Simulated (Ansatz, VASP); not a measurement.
One calculation of NbH, two programs

```
Nb H
1.0
    -1.59346    1.59346    1.96763
     1.59346   -1.59346    1.96763
     1.59346    1.59346   -1.96763
Nb H
1 1
Cartesian
  0.0000 0.0000 0.0000
  0.0000 0.0000 1.9676
```

Alike in both runs: task single point; functional PBEsol; k mesh 10 × 10 × 10; no spin polarisation.

|  | VASP | Ansatz |
| --- | --- | --- |
| version | VASP 6.6.1 | Ansatz 0.2.0 |
| potentials or method | VASP PAW PBE potentials, release 64 (Nb_sv, H), cutoff 500 eV | plane waves, PAW |
| occupations | methfessel-paxton of order 1, width 0.1 eV | cold |
| valence electrons in the cell | 14 | 14 |

|  | VASP | Ansatz | Ansatz less VASP |
| --- | --- | --- | --- |
| pressure (GPa) | -3.7 | -3.2 | +0.44 |
| traceless stress, the component that is largest in VASP (GPa) | 0.24 | 0.06 | -0.176 |

VASP's potentials were made for PBE, not for PBEsol.
